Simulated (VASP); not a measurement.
# TaN (P-6m2) in VASP: a series of runs

Runs on TaN. Level: PBEsol. Tasks: single point.

All numbers are computed with VASP 6.6.1; they aren't measurements. Logs are shortened: lines on timing, memory, paths and dates and some standing lists are left out, and cuts for length are marked.

## (1) The cell of the first run

It takes space group P-6m2 (No. 187, hexagonal). Conventional cell: a = 3.158 Å, b = 3.158 Å, c = 2.756 Å, α = 90.00°, β = 90.00°, γ = 120.00°. Ta (site symmetry -6m2) has 6 N at 2.29 Å and 2 Ta at 2.76 Å within 3.0 Å. N (site symmetry -6m2) has 6 Ta at 2.29 Å and 2 N at 2.76 Å within 3.0 Å.

## (2) Single point, PBEsol (strain +0.080 along x and y, -0.040 along z)

Input file INCAR:

```
PREC = Accurate ; ENCUT = 520
EDIFF = 1E-6 ; ISMEAR = 0
SIGMA = 0.15 ; LREAL = F
LASPH = T ; NELM = 60
ALGO = Normal ; ISIF = 2
LWAVE = F ; LCHARG = T
GGA = PS ; LELF = T
LVHAR = T ; NBANDS = 15
```

Input file KPOINTS:

```
regular mesh
0
Gamma
  24 24 20
```

Input file POSCAR:

```
TaN
1.0
    3.1579081683      0.0000000000      0.0000000000
   -1.5789540842      2.7348286966      0.0000000000
    0.0000000000      0.0000000000      2.7558985369
Ta N
1 1
Direct
    0.3333333333      0.6666666667      0.5000000000
    0.0000000000      0.0000000000      0.0000000000
```

Potentials or basis: VASP PAW PBE potentials, release 64 (Ta_pv, N).

On the command line:

```console
> cat potpaw_PBE.64/Ta_pv/POTCAR potpaw_PBE.64/N/POTCAR > POTCAR
> mpirun -np 1 vasp_std > vasp.out
```

OUTCAR:

```text
PREC = Accurate
   ENCUT = 520
   EDIFF = 1E-6
   ISMEAR = 0
   LREAL = F
   LASPH = T
   NELM = 60
   ISIF = 2
   GGA = PS

 ion  position               nearest neighbor table
   1  0.333  0.667  0.500-   2 2.29   2 2.29   2 2.29   2 2.29   2 2.29   2 2.29
   2  0.000  0.000  0.000-   1 2.29   1 2.29   1 2.29   1 2.29   1 2.29   1 2.29

  LATTYP: Found a hexagonal cell.
 ALAT       =     3.1579081683
 C/A-ratio  =     0.8726974915

  Lattice vectors:

 A1 = (   3.1579081683,   0.0000000000,   0.0000000000)
 A2 = (  -1.5789540842,   2.7348286966,   0.0000000000)
 A3 = (   0.0000000000,   0.0000000000,   2.7558985369)

Analysis of symmetry for initial positions (statically):
=====================================================================
 Subroutine PRICEL returns:
 Original cell was already a primitive cell.

 Routine SETGRP: Setting up the symmetry group for a
 hexagonal supercell.

 Subroutine GETGRP returns: Found 12 space group operations
 (whereof 12 operations were pure point group operations)
 out of a pool of 24 trial point group operations.

The static configuration has the point symmetry D_3h.

Analysis of symmetry for dynamics (positions and initial velocities):
=====================================================================
 Subroutine PRICEL returns:
 Original cell was already a primitive cell.

 Routine SETGRP: Setting up the symmetry group for a
 hexagonal supercell.

 Subroutine GETGRP returns: Found 12 space group operations
 (whereof 12 operations were pure point group operations)
 out of a pool of 24 trial point group operations.

The dynamic configuration has the point symmetry D_3h.

 Subroutine INISYM returns: Found 12 space group operations
 (whereof 12 operations are pure point group operations),
 and found     1 'primitive' translations

----------------------------------------------------------------------------------------

                                     Primitive cell

  volume of cell :      23.8009

  direct lattice vectors                    reciprocal lattice vectors
     3.157908168  0.000000000  0.000000000     0.316665320  0.182826808  0.000000000
    -1.578954084  2.734828697  0.000000000     0.000000000  0.365653615  0.000000000
     0.000000000  0.000000000  2.755898537     0.000000000  0.000000000  0.362858061

  length of vectors
     3.157908168  3.157908168  2.755898537     0.365653615  0.365653615  0.362858061

  position of ions in fractional coordinates (direct lattice)
     0.333333333  0.666666667  0.500000000
     0.000000000  0.000000000  0.000000000

  ion indices of the primitive-cell ions
   primitive index   ion index
                 1           1
                 2           2

----------------------------------------------------------------------------------------

 KPOINTS: regular mesh

Automatic generation of k-mesh.
 Grid dimensions read from file:
 generate k-points for:   24   24   20

 Generating k-lattice:

  Cartesian coordinates                     Fractional coordinates (reciprocal lattice)
     0.013194388  0.007617784  0.000000000     0.041666667 -0.000000000  0.000000000
     0.000000000  0.015235567  0.000000000     0.000000000  0.041666667  0.000000000
     0.000000000  0.000000000  0.018142903     0.000000000  0.000000000  0.050000000

  Length of vectors
     0.015235567  0.015235567  0.018142903

  Shift w.r.t. Gamma in fractional coordinates (k-lattice)
     0.000000000  0.000000000  0.000000000

 Subroutine IBZKPT returns following result:
 ===========================================

 Found    671 irreducible k-points:

 Following reciprocal coordinates:
            Coordinates               Weight
  0.000000  0.000000  0.000000      1.000000
  0.041667  0.000000  0.000000      6.000000
  0.083333  0.000000  0.000000      6.000000
  0.125000  0.000000  0.000000      6.000000
  0.166667  0.000000  0.000000      6.000000
  0.208333  0.000000  0.000000      6.000000
[... 16 lines left out ...]
  0.416667  0.041667  0.000000     12.000000
  0.458333  0.041667  0.000000     12.000000
 [... further k-points ...]
   k-points           NKPTS =    671   k-points in BZ     NKDIM =    671   number of bands    NBANDS=     15
   number of dos      NEDOS =    301   number of ions     NIONS =      2
   total plane-waves  NPLWV =  11520
   dimension x,y,z NGX =    24 NGY =   24 NGZ =   20
   dimension x,y,z NGXF=    48 NGYF=   48 NGZF=   40
   ions per type =               1   1
   NGX,Y,Z   is equivalent  to a cutoff of  12.63, 12.63, 12.06 a.u.
   NGXF,Y,Z  is equivalent  to a cutoff of  25.27, 25.27, 24.13 a.u.
 SYSTEM =  unknown system
   PREC   = accura    normal or accurate (medium, high low for compatibility)
   ISTART =      0    job   : 0-new  1-cont  2-samecut
   ICHARG =      2    charge: 1-file 2-atom 10-const
   ISPIN  =      1    spin polarized calculation?
   LNONCOLLINEAR =      F non collinear calculations
   LSORBIT =      F    spin-orbit coupling
   LASPH  =      T    aspherical Exc in radial PAW
   ENCUT  =  520.0 eV  38.22 Ry    6.18 a.u.   5.87  5.87  5.12*2*pi/ulx,y,z
   NELM   =     60;   NELMIN=  2; NELMDL= -5     # of ELM steps
   EDIFF  = 0.1E-05   stopping-criterion for ELM
   LREAL  =      F    real-space projection
   EDIFFG = 0.1E-04   stopping-criterion for IOM
   NSW    =      0    number of steps for IOM
   IBRION =     -1    ionic relax: 0-MD 1-quasi-New 2-CG
   NFREE  =      0    steps in history (QN), initial steepest desc. (CG)
   ISIF   =      2    stress and relaxation
   ISYM   =      2    0-nonsym 1-usesym 2-fastsym
   POTIM  = 0.5000    time-step for ionic-motion
   TEBEG  =    0.0;   TEEND  =   0.0 temperature during run
   PSTRESS=    0.0 pullay stress
   NELECT =      16.0000    total number of electrons
   NUPDOWN=      -1.0000    fix difference up-down
   EMIN   =  10.00;   EMAX   =-10.00  energy-range for DOS
   EFERMI =   0.00;   METHOD = LEGACY
   ISMEAR =     0;   SIGMA  =   0.15  broadening in eV -4-tet -1-fermi 0-gaus
   EFERMI_NEDOS =   21; number of points for ismear=-14 and -15
   IALGO  =     38    algorithm
   IMIX   =      4    mixing-type and parameters
     AMIX     =   0.40;   BMIX     =  1.00
     AMIX_MAG =   1.60;   BMIX_MAG =  1.00
  volume/ion in A,a.u.               =      11.90        80.31
  Fermi-wavevector in a.u.,A,eV,Ry     =   1.434115  2.710084 27.982896  2.056685
  Thomas-Fermi vector in A             =   2.553559
   LORBIT       =      0    0 simple, 1 ext, 2 COOP (PROOUT), +10 PAW based schemes
   GGA     = PS    functional components
   LHFCALC =     F    Hartree Fock is set to
   AEXX    =    0.0000 exact exchange contribution
   IVDW    =     0    specifies the selected vdW correction
   LEPSILON=     F    determine dielectric tensor
   LRPA    =     F    only Hartree local field effects (RPA)
 non-spin polarized calculation
 Gauss-broadening in eV      SIGMA  =   0.15
  energy-cutoff  :      520.00
  volume of cell :       23.80
 maximum number of plane-waves:       652
 NGX is ok and might be reduce to    24
   NGX = 11   NGY = 11   NGZ = 11

 number of electron      16.0000001 magnetization

 Free energy of the ion-electron system (eV)
  ---------------------------------------------------
  ext. energy  EPLUGINS =         0.00000000
  ---------------------------------------------------
  free energy    TOTEN  =       -23.21167705 eV

  energy without entropy =      -23.20976906  energy(sigma->0) =      -23.21072305

 E-fermi :   7.1291     XC(G=0): -12.9447

 val. band max:        7.1272506035   @ k =   0.0000   0.0000   0.4500
 cond. band min:       7.1313581015   @ k =   0.0417   0.0000   0.3000
 fundamental gap:      0.0041074980
 Fermi energy:         7.1291192647

 k-point     1 :       0.0000    0.0000    0.0000
  band No.  band energies     occupation
      1     -27.8362      2.00000
      2     -27.8362      2.00000
      3     -27.6316      2.00000
      4      -9.9890      2.00000
      5       2.1798      2.00000
      6       2.1798      2.00000
      7       3.3765      2.00000
      8       5.1654      2.00000
      9       7.9319      0.00000
     10      10.8168      0.00000
     11      10.8168      0.00000
     12      10.9332      0.00000
     13      10.9332      0.00000
     14      19.8282      0.00000
     15      20.2461      0.00000

 k-point     2 :       0.0417    0.0000    0.0000
  band No.  band energies     occupation
      1     -27.8459      2.00000
      2     -27.8383      2.00000
      3     -27.6306      2.00000
      4      -9.9612      2.00000
      5       2.0789      2.00000
      6       2.2035      2.00000
      7       3.4130      2.00000
      8       5.1262      2.00000
      9       8.0603      0.00000
     10      10.7479      0.00000
     11      10.8106      0.00000
     12      10.9220      0.00000
     13      10.9750      0.00000
     14      19.7740      0.00000
     15      20.2353      0.00000

 k-point     3 :       0.0833    0.0000    0.0000
  band No.  band energies     occupation
      1     -27.8740      2.00000
      2     -27.8445      2.00000
      3     -27.6276      2.00000
      4      -9.8794      2.00000
      5       1.8142      2.00000
      6       2.2730      2.00000
      7       3.5061      2.00000
      8       5.0150      2.00000
      9       8.4193      0.00000
     10      10.5551      0.00000
     11      10.7940      0.00000
     12      10.8893      0.00000
     13      11.0928      0.00000
     14      19.6477      0.00000
     15      20.2199      0.00000

 k-point     4 :       0.1250    0.0000    0.0000
  band No.  band energies     occupation
      1     -27.9184      2.00000
      2     -27.8543      2.00000
      3     -27.6229      2.00000
      4      -9.7483      2.00000
      5       1.4556      2.00000
      6       2.3842      2.00000
      7       3.6314      2.00000
      8       4.8478      2.00000
      9       8.9489      0.00000
     10      10.2750      0.00000
     11      10.7720      0.00000
     12      10.8379      0.00000
     13      11.2663      0.00000
     14      19.5098      0.00000
     15      20.2108      0.00000
[... 307 lines left out ...]
 k-point    22 :       0.3750    0.0417    0.0000
  band No.  band energies     occupation
      1     -28.3181      2.00000
      2     -27.9512      2.00000
      3     -27.5781      2.00000
      4      -8.4302      2.00000
      5      -0.5925      2.00000
      6       3.3081      2.00000
      7       3.6241      2.00000
      8       4.1229      2.00000
      9       9.2995      0.00000
     10      10.3153      0.00000
     11      10.8865      0.00000
     12      12.3526      0.00000
     13      13.3917      0.00000
     14      18.0137      0.00000
     15      20.1992      0.00000

 k-point    23 :       0.4167    0.0417    0.0000
  band No.  band energies     occupation
      1     -28.3510      2.00000
      2     -27.9593      2.00000
      3     -27.5742      2.00000
      4      -8.3095      2.00000
      5      -0.7135      2.00000
      6       3.3457      2.00000
      7       3.5388      2.00000
      8       4.1132      2.00000
      9       9.4074      0.00000
     10      10.2736      0.00000
     11      10.9151      0.00000
     12      12.4025      0.00000
     13      13.9793      0.00000
     14      17.3046      0.00000
     15      20.1976      0.00000

 k-point    24 :       0.4583    0.0417    0.0000
  band No.  band energies     occupation
      1     -28.3680      2.00000
      2     -27.9635      2.00000
      3     -27.5722      2.00000
      4      -8.2464      2.00000
      5      -0.7740      2.00000
      6       3.3567      2.00000
      7       3.4954      2.00000
      8       4.1099      2.00000
      9       9.4796      0.00000
     10      10.2521      0.00000
     11      10.9284      0.00000
     12      12.4261      0.00000
     13      14.4116      0.00000
     14      16.7771      0.00000
     15      20.1968      0.00000

 [... further k-points ...]

------------------------ aborting loop because EDIFF is reached ----------------------------------------

  FORCE on cell =-STRESS in cart. coord.  units (eV):
  Direction    XX          YY          ZZ          XY          YZ          ZX
  --------------------------------------------------------------------------------------
  -------------------------------------------------------------------------------------
  Total       -6.8844375     -6.8844375      2.0665637      0.0000000      0.0000000     -0.0000000
  in kB     -463.4321871   -463.4321871    139.1126180      0.0000000      0.0000000     -0.0000000
  external PRESSURE =    -262.5839187 kB  Pullay stress =       0.0000000 kB

 VOLUME and BASIS-vectors are now :
 -----------------------------------------------------------------------------
  energy-cutoff  :      520.00
  volume of cell :       23.80
      direct lattice vectors                 reciprocal lattice vectors
     3.157908168  0.000000000  0.000000000     0.316665320  0.182826808  0.000000000
    -1.578954084  2.734828697  0.000000000     0.000000000  0.365653615  0.000000000
     0.000000000  0.000000000  2.755898537     0.000000000  0.000000000  0.362858061

 POSITION                                       TOTAL-FORCE (eV/Angst)
 -----------------------------------------------------------------------------------
     -0.00000      1.82322      1.37795        -0.000000      0.000000      0.000000
      0.00000      0.00000      0.00000         0.000000      0.000000      0.000000
 -----------------------------------------------------------------------------------
    total drift:                                0.000000     -0.000000     -0.000000

  FREE ENERGIE OF THE ION-ELECTRON SYSTEM (eV)
  ---------------------------------------------------
  free  energy   TOTEN  =       -23.2116770502 eV

  energy  without entropy=      -23.2097690562  energy(sigma->0) =      -23.21072305
```

Run time: 48 s. Hardware: 1 thread of Intel Xeon 6975P-C (Granite Rapids), shared host; peak memory 0.33 GiB.

What came out:

| Item | Value |
| --- | --- |
| Free energy | -23.2117 eV |
| Pressure | -26.3 GPa |
| Band gap on the k mesh | zero (band 8 reaches 7.37 eV, above the bottom of band 9 at 6.98 eV) |

Caveat: the cell differs from its parent crystal (strain +0.080 along x and y, -0.040 along z); the PAW data sets were made with another functional, which shifts forces and pressure a little; spin-orbit coupling is left out, which moves the levels of the heavy elements.

## (3) Single point, PBEsol (strain +0.040 along x and y, +0.040 along z)

Input file INCAR:

```
PREC = Accurate
ENCUT = 520
EDIFF = 1E-6
ISMEAR = 0
SIGMA = 0.15
LREAL = F
LASPH = T
NELM = 100
ALGO = Normal
ISIF = 2
LWAVE = F
LCHARG = F
GGA = PS
NBANDS = 15
```

KPOINTS is that of step 2.

Input file POSCAR:

```
TaN
1.0
    3.0409486065      0.0000000000      0.0000000000
   -1.5204743033      2.6335387449      0.0000000000
    0.0000000000      0.0000000000      2.9855567483
Ta N
1 1
Direct
    0.3333333333      0.6666666667      0.5000000000
    0.0000000000      0.0000000000      0.0000000000
```

Potentials or basis: VASP PAW PBE potentials, release 64 (Ta_pv, N).

On the command line:

```console
> cat potpaw_PBE.64/Ta_pv/POTCAR potpaw_PBE.64/N/POTCAR > POTCAR
> mpirun -np 1 vasp_std > vasp.out
```

Wall time 51 s (1 thread of Intel Xeon 6975P-C (Granite Rapids), shared host); peak memory 0.34 GiB.

It converged, with:

```
Free energy            : -23.5133 eV
Pressure               : -32.7 GPa
Band gap on the k mesh : zero (band 8 reaches 7.39 eV, above the bottom of band 9 at 6.95 eV)
```

Stress tensor (GPa, compression positive):
```
-31.45   0.00   0.00
  0.00 -31.45   0.00
  0.00   0.00 -35.13
```

Levels at points of the mesh, in eV from the Fermi level:
```
           k point  band 4  band 5  band 6  band 7  band 8  band 9  band 10  band 11  band 12  band 13
(0.00, 0.00, 0.00)  -16.94   -4.10   -4.10   -3.76   -2.75    1.47     3.15     3.15     3.42     3.42
(0.50, 0.00, 0.00)  -14.99   -7.71   -4.69   -3.08   -2.95    2.59     3.47     4.59     4.64     6.47
(0.00, 0.00, 0.50)  -14.78   -8.73   -3.37   -3.37   -0.07   -0.07     2.14     3.01     3.01     7.26
(0.50, 0.00, 0.50)  -15.09   -6.74   -5.77   -5.11   -0.50    3.47     4.61     5.19     6.18     8.77
```

Caveat: the cell differs from its parent crystal (strain +0.040 along x and y, +0.040 along z); the PAW data sets were made with another functional, which shifts forces and pressure a little; spin-orbit coupling is left out, which moves the levels of the heavy elements.

## (4) Single point, PBEsol (strain -0.080 along x and y, -0.080 along z)

Edit INCAR of step 3 so:

```diff
@@ -7,3 +7,3 @@
 LASPH = T
-NELM = 100
+NELM = 80
 ALGO = Normal
```

KPOINTS is that of step 3.

Input file POSCAR:

```
TaN
1.0
    2.6900699212      0.0000000000      0.0000000000
   -1.3450349606      2.3296688897      0.0000000000
    0.0000000000      0.0000000000      2.6410694312
Ta N
1 1
Direct
    0.3333333333      0.6666666667      0.5000000000
    0.0000000000      0.0000000000      0.0000000000
```

On the command line:

```console
> cat potpaw_PBE.64/Ta_pv/POTCAR potpaw_PBE.64/N/POTCAR > POTCAR
> mpirun -np 1 vasp_std > vasp.out
```

Wall time 81 s (1 thread of Intel Xeon Platinum 8488C (Sapphire Rapids), shared host); peak memory 0.27 GiB.

The run converged. Its results:

* Free energy: -21.9224 eV
* Pressure: 157.8 GPa
* Band gap on the k mesh: zero (band 8 reaches 11.63 eV, above the bottom of band 9 at 10.83 eV)

Stress tensor (GPa, compression positive):
```
151.71   0.00   0.00
  0.00 151.71   0.00
  0.00   0.00 169.87
```

Levels at points of the mesh, in eV from the Fermi level:
```csv
k point,band 6,band 7,band 8,band 9,band 10,band 11
"(0.00, 0.00, 0.00)",-6.08,-5.90,-3.28,4.02,4.76,4.76
"(0.50, 0.00, 0.00)",-6.88,-4.98,-3.76,3.92,5.59,6.64
"(0.00, 0.00, 0.50)",-4.99,-4.99,-0.47,-0.47,3.05,3.85
"(0.50, 0.00, 0.50)",-7.60,-7.29,0.33,6.06,7.49,8.59
```

Caveat: the cell differs from its parent crystal (strain -0.080 along x and y, -0.080 along z); the PAW data sets were made with another functional, which shifts forces and pressure a little; spin-orbit coupling is left out, which moves the levels of the heavy elements.

## (5) Summary

| cell | gap on the mesh (eV) | pressure (GPa) |
| --- | --- | --- |
| a = 3.158, b = 3.158, c = 2.756 Å, angles 90.0, 90.0, 120.0°, 2 atoms | none | -26.3 |
| a = 3.041, b = 3.041, c = 2.986 Å, angles 90.0, 90.0, 120.0°, 2 atoms | none | -32.7 |
| a = 2.690, b = 2.690, c = 2.641 Å, angles 90.0, 90.0, 120.0°, 2 atoms | none | 157.8 |

Alike in all rows: task single point; level PBEsol; potentials or basis VASP PAW PBE potentials, release 64 (Ta_pv, N); no spin polarisation; k mesh 24 × 24 × 20; cutoff (eV) 520; smearing gaussian 0.15 eV.

Caveats: the PAW data sets were made with another functional, which shifts forces and pressure a little; spin-orbit coupling is left out, which moves the levels of the heavy elements.

Absolute energies hang on the potentials; compare differences alone.
